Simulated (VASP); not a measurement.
# TiAl (P4/mmm) in VASP: notebook

TiAl is run at these levels: PBEsol; tasks: single point.

All numbers are computed with VASP 6.6.1; they aren't measurements. Logs are shortened: lines on timing, memory, paths and dates and some standing lists are left out, and cuts for length are marked.

## (1) The cell of the first run

The structure is tetragonal, space group P4/mmm (No. 123). The conventional cell has a = 3.062 Å, b = 3.062 Å, c = 3.156 Å, α = 90.00°, β = 90.00°, γ = 90.00°. Within 3.5 Å of Ti (site symmetry 4/mmm) lie 8 Al at 2.68 Å and 6 Ti at 3.06 to 3.16 Å. Al (site symmetry 4/mmm) has 8 Ti at 2.68 Å and 6 Al at 3.06 to 3.16 Å within 3.5 Å.

## (2) Single point, PBEsol (strain -0.030 along x and y, +0.000 along z)

The input, INCAR:

```
SYSTEM = TiAl
  PREC = Accurate
  ENCUT = 520
  EDIFF = 1E-6
  ISMEAR = 0
  SIGMA = 0.15
  LREAL = .FALSE.
  LASPH = .TRUE.
  NELM = 100
  ALGO = Fast
  ISIF = 2
  LWAVE = .FALSE.
  LCHARG = .FALSE.
  GGA = PS
  NBANDS = 14
```

The input, KPOINTS:

```
regular mesh
0
G
  20 20 20
  0 0 0
```

The input, POSCAR:

```
TiAl
1.0
    3.0617798551      0.0000000000      0.0000000000
    0.0000000000      3.0617798551      0.0000000000
    0.0000000000      0.0000000000      3.1564740774
Ti Al
1 1
Direct
    0.0000000000      0.0000000000      0.0000000000
    0.5000000000      0.5000000000      0.5000000000
```

Potentials or basis: VASP PAW PBE potentials, release 64 (Ti_sv, Al).

Command:

```sh
$ cat potpaw_PBE.64/Ti_sv/POTCAR potpaw_PBE.64/Al/POTCAR > POTCAR
$ mpirun -np 1 vasp_std > vasp.out
```

OUTCAR:

```text
SYSTEM = TiAl
   PREC = Accurate
   ENCUT = 520
   EDIFF = 1E-6
   ISMEAR = 0
   LREAL = .FALSE.
   LASPH = .TRUE.
   NELM = 100
   ISIF = 2
   GGA = PS

 ion  position               nearest neighbor table
   1  0.000  0.000  0.000-   2 2.68   2 2.68   2 2.68   2 2.68   2 2.68   2 2.68   2 2.68   2 2.68

   2  0.500  0.500  0.500-   1 2.68   1 2.68   1 2.68   1 2.68   1 2.68   1 2.68   1 2.68   1 2.68

  LATTYP: Found a simple tetragonal cell.
 ALAT       =     3.0617798551
 C/A-ratio  =     1.0309278350

  Lattice vectors:

 A1 = (   3.0617798551,   0.0000000000,   0.0000000000)
 A2 = (   0.0000000000,   3.0617798551,   0.0000000000)
 A3 = (   0.0000000000,   0.0000000000,   3.1564740774)

Analysis of symmetry for initial positions (statically):
=====================================================================
 Subroutine PRICEL returns:
 Original cell was already a primitive cell.

 Routine SETGRP: Setting up the symmetry group for a
 simple tetragonal supercell.

 Subroutine GETGRP returns: Found 16 space group operations
 (whereof 16 operations were pure point group operations)
 out of a pool of 16 trial point group operations.

The static configuration has the point symmetry D_4h.

Analysis of symmetry for dynamics (positions and initial velocities):
=====================================================================
 Subroutine PRICEL returns:
 Original cell was already a primitive cell.

 Routine SETGRP: Setting up the symmetry group for a
 simple tetragonal supercell.

 Subroutine GETGRP returns: Found 16 space group operations
 (whereof 16 operations were pure point group operations)
 out of a pool of 16 trial point group operations.

The dynamic configuration has the point symmetry D_4h.

 Subroutine INISYM returns: Found 16 space group operations
 (whereof 16 operations are pure point group operations),
 and found     1 'primitive' translations

----------------------------------------------------------------------------------------

                                     Primitive cell

  volume of cell :      29.5904

  direct lattice vectors                    reciprocal lattice vectors
     3.061779855  0.000000000  0.000000000     0.326607414  0.000000000  0.000000000
     0.000000000  3.061779855  0.000000000     0.000000000  0.326607414  0.000000000
     0.000000000  0.000000000  3.156474077     0.000000000  0.000000000  0.316809191

  length of vectors
     3.061779855  3.061779855  3.156474077     0.326607414  0.326607414  0.316809191

  position of ions in fractional coordinates (direct lattice)
     0.000000000  0.000000000  0.000000000
     0.500000000  0.500000000  0.500000000

  ion indices of the primitive-cell ions
   primitive index   ion index
                 1           1
                 2           2

----------------------------------------------------------------------------------------

 KPOINTS: regular mesh

Automatic generation of k-mesh.
 Grid dimensions read from file:
 generate k-points for:   20   20   20

 Generating k-lattice:

  Cartesian coordinates                     Fractional coordinates (reciprocal lattice)
     0.016330371  0.000000000  0.000000000     0.050000000  0.000000000  0.000000000
     0.000000000  0.016330371  0.000000000     0.000000000  0.050000000  0.000000000
     0.000000000  0.000000000  0.015840460     0.000000000  0.000000000  0.050000000

  Length of vectors
     0.016330371  0.016330371  0.015840460

  Shift w.r.t. Gamma in fractional coordinates (k-lattice)
     0.000000000  0.000000000  0.000000000

 Subroutine IBZKPT returns following result:
 ===========================================

 Found    726 irreducible k-points:

 Following reciprocal coordinates:
            Coordinates               Weight
  0.000000  0.000000  0.000000      1.000000
  0.050000  0.000000  0.000000      4.000000
  0.100000  0.000000  0.000000      4.000000
  0.150000  0.000000  0.000000      4.000000
  0.200000  0.000000  0.000000      4.000000
  0.250000  0.000000  0.000000      4.000000
[... 16 lines left out ...]
  0.150000  0.100000  0.000000      8.000000
  0.200000  0.100000  0.000000      8.000000
 [... further k-points ...]
   k-points           NKPTS =    726   k-points in BZ     NKDIM =    726   number of bands    NBANDS=     14
   number of dos      NEDOS =    301   number of ions     NIONS =      2
   total plane-waves  NPLWV =  13824
   dimension x,y,z NGX =    24 NGY =   24 NGZ =   24
   dimension x,y,z NGXF=    48 NGYF=   48 NGZF=   48
   ions per type =               1   1
   NGX,Y,Z   is equivalent  to a cutoff of  13.03, 13.03, 12.64 a.u.
   NGXF,Y,Z  is equivalent  to a cutoff of  26.06, 26.06, 25.28 a.u.
 SYSTEM =  TiAl
   PREC   = accura    normal or accurate (medium, high low for compatibility)
   ISTART =      0    job   : 0-new  1-cont  2-samecut
   ICHARG =      2    charge: 1-file 2-atom 10-const
   ISPIN  =      1    spin polarized calculation?
   LNONCOLLINEAR =      F non collinear calculations
   LSORBIT =      F    spin-orbit coupling
   LASPH  =      T    aspherical Exc in radial PAW
   ENCUT  =  520.0 eV  38.22 Ry    6.18 a.u.   5.69  5.69  5.87*2*pi/ulx,y,z
   NELM   =    100;   NELMIN=  2; NELMDL= -5     # of ELM steps
   EDIFF  = 0.1E-05   stopping-criterion for ELM
   LREAL  =      F    real-space projection
   EDIFFG = 0.1E-04   stopping-criterion for IOM
   NSW    =      0    number of steps for IOM
   IBRION =     -1    ionic relax: 0-MD 1-quasi-New 2-CG
   NFREE  =      0    steps in history (QN), initial steepest desc. (CG)
   ISIF   =      2    stress and relaxation
   ISYM   =      2    0-nonsym 1-usesym 2-fastsym
   POTIM  = 0.5000    time-step for ionic-motion
   TEBEG  =    0.0;   TEEND  =   0.0 temperature during run
   PSTRESS=    0.0 pullay stress
   NELECT =      15.0000    total number of electrons
   NUPDOWN=      -1.0000    fix difference up-down
   EMIN   =  10.00;   EMAX   =-10.00  energy-range for DOS
   EFERMI =   0.00;   METHOD = LEGACY
   ISMEAR =     0;   SIGMA  =   0.15  broadening in eV -4-tet -1-fermi 0-gaus
   EFERMI_NEDOS =   21; number of points for ismear=-14 and -15
   IALGO  =     68    algorithm
   IMIX   =      4    mixing-type and parameters
     AMIX     =   0.40;   BMIX     =  1.00
     AMIX_MAG =   1.60;   BMIX_MAG =  1.00
  volume/ion in A,a.u.               =      14.80        99.84
  Fermi-wavevector in a.u.,A,eV,Ry     =   1.305335  2.466725 23.182947  1.703899
  Thomas-Fermi vector in A             =   2.436211
   LORBIT       =      0    0 simple, 1 ext, 2 COOP (PROOUT), +10 PAW based schemes
   GGA     = PS    functional components
   LHFCALC =     F    Hartree Fock is set to
   AEXX    =    0.0000 exact exchange contribution
   IVDW    =     0    specifies the selected vdW correction
   LEPSILON=     F    determine dielectric tensor
   LRPA    =     F    only Hartree local field effects (RPA)
 non-spin polarized calculation
 RMM-DIIS sequential band-by-band and
 Gauss-broadening in eV      SIGMA  =   0.15
  energy-cutoff  :      520.00
  volume of cell :       29.59
 maximum number of plane-waves:       820
 NGX is ok and might be reduce to    24
   NGX = 11   NGY = 11   NGZ = 11

 number of electron      15.0000001 magnetization

 Free energy of the ion-electron system (eV)
  ---------------------------------------------------
  ext. energy  EPLUGINS =         0.00000000
  ---------------------------------------------------
  free energy    TOTEN  =       -12.93877284 eV

  energy without entropy =      -12.91310915  energy(sigma->0) =      -12.92594100

 E-fermi :   9.5606     XC(G=0): -11.5517

 val. band max:        9.5605340270   @ k =   0.2500   0.0500   0.3000
 cond. band min:       9.5609754675   @ k =   0.4000   0.0000   0.0500
 fundamental gap:      0.0004414405
 Fermi energy:         9.5605791356

 k-point     1 :       0.0000    0.0000    0.0000
  band No.  band energies     occupation
      1     -46.9204      2.00000
      2     -23.2455      2.00000
      3     -23.1981      2.00000
      4     -23.1981      2.00000
      5      -0.0512      2.00000
      6       7.8848      2.00000
      7       7.9740      2.00000
      8      11.5032      0.00000
      9      11.5032      0.00000
     10      11.6686      0.00000
     11      13.8327      0.00000
     12      14.7016      0.00000
     13      14.7016      0.00000
     14      18.8799      0.00000

 k-point     2 :       0.0500    0.0000    0.0000
  band No.  band energies     occupation
      1     -46.9198      2.00000
      2     -23.2450      2.00000
      3     -23.2046      2.00000
      4     -23.1976      2.00000
      5      -0.0073      2.00000
      6       7.8957      2.00000
      7       7.9716      2.00000
      8      11.4025      0.00000
      9      11.5092      0.00000
     10      11.5919      0.00000
     11      13.9617      0.00000
     12      14.4950      0.00000
     13      14.8067      0.00000
     14      18.9046      0.00000

 k-point     3 :       0.1000    0.0000    0.0000
  band No.  band energies     occupation
      1     -46.9181      2.00000
      2     -23.2433      2.00000
      3     -23.2231      2.00000
      4     -23.1960      2.00000
      5       0.1235      2.00000
      6       7.8793      2.00000
      7       8.0004      2.00000
      8      11.1537      0.00000
      9      11.3914      0.00000
     10      11.5267      0.00000
     11      14.0114      0.00000
     12      14.2967      0.00000
     13      15.0930      0.00000
     14      18.6376      0.00000
[... 324 lines left out ...]
 k-point    23 :       0.1500    0.1000    0.0000
  band No.  band energies     occupation
      1     -46.9130      2.00000
      2     -23.2496      2.00000
      3     -23.2383      2.00000
      4     -23.2179      2.00000
      5       0.5085      2.00000
      6       7.8444      2.00000
      7       8.0600      2.00000
      8      10.8027      0.00000
      9      10.8179      0.00000
     10      11.3376      0.00000
     11      13.7446      0.00000
     12      14.7992      0.00000
     13      15.1307      0.00000
     14      18.5833      0.00000

 k-point    24 :       0.2000    0.1000    0.0000
  band No.  band energies     occupation
      1     -46.9096      2.00000
      2     -23.2854      2.00000
      3     -23.2350      2.00000
      4     -23.2146      2.00000
      5       0.8013      2.00000
      6       7.6197      2.00000
      7       8.1890      2.00000
      8      10.5292      0.00000
      9      10.5358      0.00000
     10      11.3615      0.00000
     11      13.2879      0.00000
     12      15.2010      0.00000
     13      15.6306      0.00000
     14      18.3121      0.00000

 [... further k-points ...]

------------------------ aborting loop because EDIFF is reached ----------------------------------------

  FORCE on cell =-STRESS in cart. coord.  units (eV):
  Direction    XX          YY          ZZ          XY          YZ          ZX
  --------------------------------------------------------------------------------------
  -------------------------------------------------------------------------------------
  Total        1.3784176      1.3784176      1.7995787      0.0000000      0.0000000      0.0000000
  in kB       74.6347765     74.6347765     97.4386557      0.0000000      0.0000000      0.0000000
  external PRESSURE =      82.2360696 kB  Pullay stress =       0.0000000 kB

 VOLUME and BASIS-vectors are now :
 -----------------------------------------------------------------------------
  energy-cutoff  :      520.00
  volume of cell :       29.59
      direct lattice vectors                 reciprocal lattice vectors
     3.061779855  0.000000000  0.000000000     0.326607414  0.000000000  0.000000000
     0.000000000  3.061779855  0.000000000     0.000000000  0.326607414  0.000000000
     0.000000000  0.000000000  3.156474077     0.000000000  0.000000000  0.316809191

 POSITION                                       TOTAL-FORCE (eV/Angst)
 -----------------------------------------------------------------------------------
      0.00000      0.00000      0.00000         0.000000      0.000000      0.000000
      1.53089      1.53089      1.57824         0.000000      0.000000      0.000000
 -----------------------------------------------------------------------------------
    total drift:                               -0.000000      0.000000      0.000000

  FREE ENERGIE OF THE ION-ELECTRON SYSTEM (eV)
  ---------------------------------------------------
  free  energy   TOTEN  =       -12.9387728383 eV

  energy  without entropy=      -12.9131091537  energy(sigma->0) =      -12.92594100
```

Wall time 5.6 min (1 thread of AMD EPYC 7R13 (Zen 3), shared host); peak memory 0.37 GiB.

Results:

```
Free energy            : -12.9388 eV
Pressure               : 8.2 GPa
Band gap on the k mesh : zero (an odd number of electrons rules out a gap without spin polarisation)
```

Levels at points of the mesh, in eV from the Fermi level:
```tsv
k point	band 6	band 7	band 8	band 9	band 10	band 11
(0.00, 0.00, 0.00)	-1.68	-1.59	1.94	1.94	2.11	4.27
(0.50, 0.00, 0.00)	-5.39	-0.60	-0.08	0.30	2.20	3.51
(0.50, 0.50, 0.00)	-1.98	-1.98	-1.52	0.57	0.57	3.19
(0.00, 0.00, 0.50)	-5.46	-0.68	0.28	0.28	2.31	3.13
(0.50, 0.00, 0.50)	-2.23	-2.04	-1.59	0.80	0.87	3.02
(0.50, 0.50, 0.50)	-3.34	-3.34	1.17	3.06	3.07	3.23
```

Caveat: the cell differs from its parent crystal (strain -0.030 along x and y, +0.000 along z); the cell stands under pressure; the PAW data sets were made with another functional, which shifts forces and pressure a little.

(Continued in part 2 of 2.)
